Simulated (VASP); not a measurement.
# RbGaAsO4 (F-43m) in VASP: a series of runs

The runs below take RbGaAsO4 through single point, with PBE.

Program: VASP 6.6.1. These are calculated values, not measurements. Logs are shortened: lines on timing, memory, paths and dates and some standing lists are left out, and cuts for length are marked.

### 1 The cell of the first run

It takes space group F-43m (No. 216, cubic). Conventional cell: a = 7.869 Å, b = 7.869 Å, c = 7.869 Å, α = 90.00°, β = 90.00°, γ = 90.00°. Rb (site symmetry -43m) has 12 O at 3.26 Å and 4 Ga at 3.41 Å and 6 As at 3.93 Å within 4.3 Å. Within 2.3 Å of Ga (site symmetry -43m) lie 4 O at 1.71 Å. Within 2.3 Å of As (site symmetry -43m) lie 4 O at 1.70 Å. Within 2.3 Å of O (site symmetry 3m) lie 1 As at 1.70 Å and 1 Ga at 1.71 Å.

The cell was generated, and may not be a known phase.

### 2 Single point, PBE

Contents of INCAR:

```
  PREC = Accurate
  ENCUT = 520
  EDIFF = 1E-6
  ISMEAR = 0
  SIGMA = 0.1
  LREAL = False
  LASPH = True
  NELM = 60
  ALGO = Normal
  ISIF = 2
  LWAVE = False
  LCHARG = True
  GGA = PE
  LELF = True
  LVHAR = True
  NBANDS = 34
```

Contents of KPOINTS:

```
Automatic mesh
0
Gamma
  4 4 4
```

Contents of POSCAR:

```
RbGaAsO4
1.0
    0.0000000000      3.9346380900      3.9346380900
    3.9346380900      0.0000000000      3.9346380900
    3.9346380900      3.9346380900      0.0000000000
Rb Ga As O
1 1 1 4
Direct
    0.0000000000      0.0000000000      0.0000000000
    0.2500000000      0.2500000000      0.2500000000
    0.5000000000      0.5000000000      0.5000000000
    0.3751452800      0.8745641600      0.3751452800
    0.3751452800      0.3751452800      0.3751452800
    0.8745641600      0.3751452800      0.3751452800
    0.3751452800      0.3751452800      0.8745641600
```

Potentials or basis: VASP PAW PBE potentials, release 64 (Rb_sv, Ga_d, As, O).

The run is started by

```console
cat potpaw_PBE.64/Rb_sv/POTCAR potpaw_PBE.64/Ga_d/POTCAR potpaw_PBE.64/As/POTCAR potpaw_PBE.64/O/POTCAR > POTCAR
mpirun -np 1 vasp_std > vasp.out
```

OUTCAR:

```text
PREC = Accurate
   ENCUT = 520
   EDIFF = 1E-6
   ISMEAR = 0
   LREAL = False
   LASPH = True
   NELM = 60
   ISIF = 2
   GGA = PE

 ion  position               nearest neighbor table
   1  0.000  0.000  0.000-   4 3.26   6 3.26   7 3.26   5 3.26   5 3.26   5 3.26   4 3.26   6 3.26
                             7 3.26   4 3.26   6 3.26   7 3.26   2 3.41   2 3.41   2 3.41   2 3.41
   2  0.250  0.250  0.250-   5 1.71   4 1.71   6 1.71   7 1.71   1 3.41   1 3.41   1 3.41   1 3.41

   3  0.500  0.500  0.500-   4 1.70   6 1.70   7 1.70   5 1.70   1 3.93   1 3.93   1 3.93   1 3.93
                             1 3.93   1 3.93
   4  0.375  0.875  0.375-   3 1.70   2 1.71   1 3.26   1 3.26   1 3.26
   5  0.375  0.375  0.375-   3 1.70   2 1.71   1 3.26   1 3.26   1 3.26
   6  0.875  0.375  0.375-   3 1.70   2 1.71   1 3.26   1 3.26   1 3.26
   7  0.375  0.375  0.875-   3 1.70   2 1.71   1 3.26   1 3.26   1 3.26

  LATTYP: Found a face centered cubic cell.
 ALAT       =     7.8692761800

  Lattice vectors:

 A1 = (   0.0000000000,   3.9346380900,   3.9346380900)
 A2 = (   3.9346380900,   0.0000000000,   3.9346380900)
 A3 = (   3.9346380900,   3.9346380900,   0.0000000000)

Analysis of symmetry for initial positions (statically):
=====================================================================
 Subroutine PRICEL returns:
 Original cell was already a primitive cell.

 Routine SETGRP: Setting up the symmetry group for a
 face centered cubic supercell.

 Subroutine GETGRP returns: Found 24 space group operations
 (whereof 24 operations were pure point group operations)
 out of a pool of 48 trial point group operations.

The static configuration has the point symmetry T_d .

Analysis of symmetry for dynamics (positions and initial velocities):
=====================================================================
 Subroutine PRICEL returns:
 Original cell was already a primitive cell.

 Routine SETGRP: Setting up the symmetry group for a
 face centered cubic supercell.

 Subroutine GETGRP returns: Found 24 space group operations
 (whereof 24 operations were pure point group operations)
 out of a pool of 48 trial point group operations.

The dynamic configuration has the point symmetry T_d .

 Subroutine INISYM returns: Found 24 space group operations
 (whereof 24 operations are pure point group operations),
 and found     1 'primitive' translations

----------------------------------------------------------------------------------------

                                     Primitive cell

  volume of cell :     121.8272

  direct lattice vectors                    reciprocal lattice vectors
     0.000000000  3.934638090  3.934638090    -0.127076491  0.127076491  0.127076491
     3.934638090  0.000000000  3.934638090     0.127076491 -0.127076491  0.127076491
     3.934638090  3.934638090  0.000000000     0.127076491  0.127076491 -0.127076491

  length of vectors
     5.564418550  5.564418550  5.564418550     0.220102938  0.220102938  0.220102938

  position of ions in fractional coordinates (direct lattice)
     0.000000000  0.000000000  0.000000000
     0.250000000  0.250000000  0.250000000
     0.500000000  0.500000000  0.500000000
     0.375145280  0.874564160  0.375145280
     0.375145280  0.375145280  0.375145280
     0.874564160  0.375145280  0.375145280
     0.375145280  0.375145280  0.874564160

  ion indices of the primitive-cell ions
   primitive index   ion index
                 1           1
                 2           2
                 3           3
                 4           4
                 5           5
                 6           6
                 7           7

----------------------------------------------------------------------------------------

 KPOINTS: Automatic mesh

Automatic generation of k-mesh.
 Grid dimensions read from file:
 generate k-points for:    4    4    4

 Generating k-lattice:

  Cartesian coordinates                     Fractional coordinates (reciprocal lattice)
    -0.031769123  0.031769123  0.031769123     0.250000000  0.000000000  0.000000000
     0.031769123 -0.031769123  0.031769123     0.000000000  0.250000000  0.000000000
     0.031769123  0.031769123 -0.031769123     0.000000000  0.000000000  0.250000000

  Length of vectors
     0.055025735  0.055025735  0.055025735

  Shift w.r.t. Gamma in fractional coordinates (k-lattice)
     0.000000000  0.000000000  0.000000000

 Subroutine IBZKPT returns following result:
 ===========================================

 Found      8 irreducible k-points:

 Following reciprocal coordinates:
            Coordinates               Weight
  0.000000  0.000000  0.000000      1.000000
  0.250000  0.000000  0.000000      8.000000
  0.500000  0.000000  0.000000      4.000000
  0.250000  0.250000  0.000000      6.000000
  0.500000  0.250000  0.000000     24.000000
 -0.250000  0.250000  0.000000     12.000000
  0.500000  0.500000  0.000000      3.000000
 -0.250000  0.500000  0.250000      6.000000
   k-points           NKPTS =      8   k-points in BZ     NKDIM =      8   number of bands    NBANDS=     34
   number of dos      NEDOS =    301   number of ions     NIONS =      7
   total plane-waves  NPLWV =  74088
   dimension x,y,z NGX =    42 NGY =   42 NGZ =   42
   dimension x,y,z NGXF=    84 NGYF=   84 NGZF=   84
   ions per type =               1   1   1   4
   NGX,Y,Z   is equivalent  to a cutoff of  12.55, 12.55, 12.55 a.u.
   NGXF,Y,Z  is equivalent  to a cutoff of  25.10, 25.10, 25.10 a.u.
 SYSTEM =  unknown system
   PREC   = accura    normal or accurate (medium, high low for compatibility)
   ISTART =      0    job   : 0-new  1-cont  2-samecut
   ICHARG =      2    charge: 1-file 2-atom 10-const
   ISPIN  =      1    spin polarized calculation?
   LNONCOLLINEAR =      F non collinear calculations
   LSORBIT =      F    spin-orbit coupling
   LASPH  =      T    aspherical Exc in radial PAW
   ENCUT  =  520.0 eV  38.22 Ry    6.18 a.u.  10.35 10.35 10.35*2*pi/ulx,y,z
   NELM   =     60;   NELMIN=  2; NELMDL= -5     # of ELM steps
   EDIFF  = 0.1E-05   stopping-criterion for ELM
   LREAL  =      F    real-space projection
   EDIFFG = 0.1E-04   stopping-criterion for IOM
   NSW    =      0    number of steps for IOM
   IBRION =     -1    ionic relax: 0-MD 1-quasi-New 2-CG
   NFREE  =      0    steps in history (QN), initial steepest desc. (CG)
   ISIF   =      2    stress and relaxation
   ISYM   =      2    0-nonsym 1-usesym 2-fastsym
   POTIM  = 0.5000    time-step for ionic-motion
   TEBEG  =    0.0;   TEEND  =   0.0 temperature during run
   PSTRESS=    0.0 pullay stress
   NELECT =      51.0000    total number of electrons
   NUPDOWN=      -1.0000    fix difference up-down
   EMIN   =  10.00;   EMAX   =-10.00  energy-range for DOS
   EFERMI =   0.00;   METHOD = LEGACY
   ISMEAR =     0;   SIGMA  =   0.10  broadening in eV -4-tet -1-fermi 0-gaus
   EFERMI_NEDOS =   21; number of points for ismear=-14 and -15
   IALGO  =     38    algorithm
   IMIX   =      4    mixing-type and parameters
     AMIX     =   0.40;   BMIX     =  1.00
     AMIX_MAG =   1.60;   BMIX_MAG =  1.00
  volume/ion in A,a.u.               =      17.40       117.45
  Fermi-wavevector in a.u.,A,eV,Ry     =   1.224663  2.314278 20.406026  1.499801
  Thomas-Fermi vector in A             =   2.359730
   LORBIT       =      0    0 simple, 1 ext, 2 COOP (PROOUT), +10 PAW based schemes
   GGA     = PE    functional components
   LHFCALC =     F    Hartree Fock is set to
   AEXX    =    0.0000 exact exchange contribution
   IVDW    =     0    specifies the selected vdW correction
   LEPSILON=     F    determine dielectric tensor
   LRPA    =     F    only Hartree local field effects (RPA)
 non-spin polarized calculation
 Gauss-broadening in eV      SIGMA  =   0.10
  energy-cutoff  :      520.00
  volume of cell :      121.83
 maximum number of plane-waves:      3306
 NGX is ok and might be reduce to    42
   NGX = 21   NGY = 21   NGZ = 21

 number of electron      50.9999993 magnetization

 Free energy of the ion-electron system (eV)
  ---------------------------------------------------
  ext. energy  EPLUGINS =         0.00000000
  ---------------------------------------------------
  free energy    TOTEN  =       -36.02890871 eV

  energy without entropy =      -36.02416931  energy(sigma->0) =      -36.02653901

 E-fermi :   5.0524     XC(G=0):  -8.6153

 val. band max:        4.7898897263   @ k =  -0.2500   0.2500   0.0000
 cond. band min:       5.1748251602   @ k =   0.5000   0.2500   0.0000
 fundamental gap:      0.3849354339
 Fermi energy:         5.0524186686

 k-point     1 :       0.0000    0.0000    0.0000
  band No.  band energies     occupation
      1     -24.4944      2.00000
      2     -19.2298      2.00000
      3     -17.2911      2.00000
      4     -17.2911      2.00000
      5     -17.2911      2.00000
      6     -11.6170      2.00000
[... 26 lines left out ...]
     33       8.8719      0.00000
     34      10.1837      0.00000

 k-point     2 :       0.2500    0.0000    0.0000
  band No.  band energies     occupation
      1     -24.4921      2.00000
      2     -19.1417      2.00000
      3     -17.4519      2.00000
      4     -17.2927      2.00000
      5     -17.2927      2.00000
      6     -12.0100      2.00000
[... 26 lines left out ...]
     33       9.2977      0.00000
     34      10.0197      0.00000

 k-point     3 :       0.5000    0.0000    0.0000
  band No.  band energies     occupation
      1     -24.4898      2.00000
      2     -19.0352      2.00000
      3     -17.6299      2.00000
      4     -17.2943      2.00000
      5     -17.2943      2.00000
      6     -12.2238      2.00000
[... 26 lines left out ...]
     33       9.7411      0.00000
     34      10.2743      0.00000

 k-point     4 :       0.2500    0.2500    0.0000
  band No.  band energies     occupation
      1     -24.4914      2.00000
      2     -19.1064      2.00000
      3     -17.5079      2.00000
      4     -17.2955      2.00000
      5     -17.2955      2.00000
      6     -12.0861      2.00000
[... 26 lines left out ...]
     33       9.7753      0.00000
     34       9.7755      0.00000

 k-point     5 :       0.5000    0.2500    0.0000
  band No.  band energies     occupation
      1     -24.4892      2.00000
      2     -18.9878      2.00000
      3     -17.6992      2.00000
      4     -17.2972      2.00000
      5     -17.2971      2.00000
      6     -12.2726      2.00000
[... 26 lines left out ...]
     33       9.7404      0.00000
     34      10.2289      0.00000

 k-point     6 :      -0.2500    0.2500    0.0000
  band No.  band energies     occupation
      1     -24.4899      2.00000
      2     -19.0324      2.00000
      3     -17.6319      2.00000
      4     -17.2967      2.00000
      5     -17.2944      2.00000
      6     -12.2203      2.00000
[... 26 lines left out ...]
     33       9.9913      0.00000
     34       9.9978      0.00000

 k-point     7 :       0.5000    0.5000    0.0000
  band No.  band energies     occupation
      1     -24.4886      2.00000
      2     -18.9355      2.00000
      3     -17.7733      2.00000
      4     -17.3000      2.00000
      5     -17.3000      2.00000
      6     -12.3183      2.00000
[... 26 lines left out ...]
     33       9.6028      0.00000
     34       9.6028      0.00000

 k-point     8 :      -0.2500    0.5000    0.2500
  band No.  band energies     occupation
      1     -24.4886      2.00000
      2     -18.9379      2.00000
      3     -17.7729      2.00000
      4     -17.3003      2.00000
      5     -17.2963      2.00000
      6     -12.3197      2.00000
[... 26 lines left out ...]
     33       9.5751      0.00000
     34       9.7248      0.00000

------------------------ aborting loop because EDIFF is reached ----------------------------------------

  FORCE on cell =-STRESS in cart. coord.  units (eV):
  Direction    XX          YY          ZZ          XY          YZ          ZX
  --------------------------------------------------------------------------------------
  -------------------------------------------------------------------------------------
  Total       19.4325493     19.4325493     19.4325493      0.0000000      0.0000000      0.0000000
  in kB      255.5618303    255.5618303    255.5618303      0.0000000      0.0000000      0.0000000
  external PRESSURE =     255.5618303 kB  Pullay stress =       0.0000000 kB

 VOLUME and BASIS-vectors are now :
 -----------------------------------------------------------------------------
  energy-cutoff  :      520.00
  volume of cell :      121.83
      direct lattice vectors                 reciprocal lattice vectors
     0.000000000  3.934638090  3.934638090    -0.127076491  0.127076491  0.127076491
     3.934638090  0.000000000  3.934638090     0.127076491 -0.127076491  0.127076491
     3.934638090  3.934638090  0.000000000     0.127076491  0.127076491 -0.127076491

 POSITION                                       TOTAL-FORCE (eV/Angst)
 -----------------------------------------------------------------------------------
      0.00000      0.00000      0.00000        -0.000000      0.000000      0.000000
      1.96732      1.96732      1.96732        -0.000000      0.000000     -0.000000
      3.93464      3.93464      3.93464        -0.000000      0.000000     -0.000000
      4.91715      2.95212      4.91715        -0.709773      0.709773     -0.709773
      2.95212      2.95212      2.95212         0.709773      0.709773      0.709773
      2.95212      4.91715      4.91715         0.709773     -0.709773     -0.709773
      4.91715      4.91715      2.95212        -0.709773     -0.709773      0.709773
 -----------------------------------------------------------------------------------
    total drift:                                0.000005      0.000005      0.000002

  FREE ENERGIE OF THE ION-ELECTRON SYSTEM (eV)
  ---------------------------------------------------
  free  energy   TOTEN  =       -36.0289087066 eV

  energy  without entropy=      -36.0241693054  energy(sigma->0) =      -36.02653901
```

It took 66 s on 1 thread of Oxide Virtual Turin-like, shared host; peak memory 0.23 GiB.

What came out:

- Free energy: -36.0289 eV
- Pressure: 25.6 GPa
- Largest force: 1.229 eV/Å
- Band gap on the k mesh: zero (an odd number of electrons rules out a gap without spin polarisation)

Forces on the atoms (eV/Å):
```
Rb   0.000  0.000  0.000
Ga   0.000  0.000  0.000
As   0.000  0.000  0.000
O   -0.710  0.710 -0.710
O    0.710  0.710  0.710
O    0.710 -0.710 -0.710
O   -0.710 -0.710  0.710
```

Caveat: the cell stands under pressure; an odd number of electrons without spin polarisation forces a metal; a magnetic or distorted state may lie lower.

### 3 Single point, PBE

This run uses another cell than the first one, of 21.65 Å³/atom.

Contents of INCAR:

```
SYSTEM = RbGaAsO4
PREC = Accurate
ENCUT = 520
EDIFF = 1E-7
ISMEAR = 0
SIGMA = 0.1
LREAL = .False.
LASPH = .True.
NELM = 60
ALGO = Normal
ISIF = 2
LWAVE = .False.
LCHARG = .True.
GGA = PE
LELF = .True.
LVHAR = .True.
NBANDS = 34
```

Contents of KPOINTS:

```
regular mesh
0
Gamma
  4 4 4
  0 0 0
```

Contents of POSCAR:

```
RbGaAsO4
1.0
    0.0000000000      4.2318590863      4.2318590863
    4.2318590863      0.0000000000      4.2318590863
    4.2318590863      4.2318590863      0.0000000000
Rb Ga As O
1 1 1 4
Direct
    0.0000000000      0.0000000000      0.0000000000
    0.2500000000      0.2500000000      0.2500000000
    0.5000000000      0.5000000000      0.5000000000
    0.3781679538      0.8654961385      0.3781679538
    0.3781679538      0.3781679538      0.3781679538
    0.8654961385      0.3781679538      0.3781679538
    0.3781679538      0.3781679538      0.8654961385
```

Potentials or basis: VASP PAW PBE potentials, release 64 (Rb_sv, Ga_d, As, O).

The run is started by

```console
cat potpaw_PBE.64/Rb_sv/POTCAR potpaw_PBE.64/Ga_d/POTCAR potpaw_PBE.64/As/POTCAR potpaw_PBE.64/O/POTCAR > POTCAR
mpirun -np 1 vasp_std > vasp.out
```

It took 98 s on 1 thread of Oxide Virtual Turin-like, shared host; peak memory 0.31 GiB.

It converged, with:

```
Free energy            : -38.1427 eV
Pressure               : 0.6 GPa
Largest force          : 0.132 eV/Å
Band gap on the k mesh : zero (an odd number of electrons rules out a gap without spin polarisation)
```

Forces in eV/Å, atoms in the order of the input:
```
Rb   0.000  0.000  0.000
Ga   0.000  0.000  0.000
As   0.000  0.000  0.000
O    0.076 -0.076  0.076
O   -0.076 -0.076 -0.076
O   -0.076  0.076  0.076
O    0.076  0.076 -0.076
```

Levels at points of the mesh, in eV from the Fermi level:
| k point | band 23 | band 24 | band 25 | band 26 | band 27 | band 28 | band 29 | band 30 |
| --- | --- | --- | --- | --- | --- | --- | --- | --- |
| (0.00, 0.00, 0.00) | -3.25 | -3.25 | -3.25 | -2.45 | 1.99 | 3.23 | 3.23 | 3.23 |
| (0.50, 0.00, 0.00) | -3.64 | -3.64 | -3.25 | -0.54 | 2.63 | 3.80 | 4.03 | 4.03 |
| (0.50, 0.50, 0.00) | -3.71 | -3.50 | -3.50 | 0.79 | 1.77 | 3.66 | 3.99 | 4.84 |

Caveat: an odd number of electrons without spin polarisation forces a metal; a magnetic or distorted state may lie lower.

The gap in the log of VASP goes by the Fermi energy; the results here count the filled bands.